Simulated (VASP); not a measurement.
Input of a VASP 6.6.1 run:

The input INCAR:

```
  ALGO = Normal
  EDIFF = 1E-6
  ENCUT = 520
  GGA = CA
  ISIF = 2
  ISMEAR = -1
  LASPH = True
  LCHARG = True
  LELF = True
  LREAL = False
  LVHAR = True
  LWAVE = False
  NBANDS = 20
  NELM = 100
  PREC = Accurate
  SIGMA = 0.1
```

The input KPOINTS:

```
k-points
0
Gamma
  12 12 7
```

The input POSCAR:

```
In
1.0
    3.3164099090      0.0000000000      0.0000000000
   -1.6582049545      2.8720952306      0.0000000000
    0.0000000000      0.0000000000      5.3993329325
In
2
Direct
    0.3333333333      0.6666666667      0.2500000000
    0.6666666667      0.3333333333      0.7500000000
```

Potentials or basis: VASP PAW LDA potentials, release 64 (In_d).

The run is started by

```console
$ cat potpaw_LDA.64/In_d/POTCAR > POTCAR
$ mpirun -np 1 vasp_std > vasp.out
```

Question: What does it give for the pressure?

Answer: -1.7 GPa.

Question: What does it give for the band gap on the k mesh?

Answer: Zero (bands 13 and 14 overlap by 5.04 eV).

Stress tensor (GPa, compression positive):
```
-1.39  0.00  0.00
 0.00 -1.39  0.00
 0.00  0.00 -2.18
```

Caveat: spin-orbit coupling is left out, which moves the levels of the heavy elements.
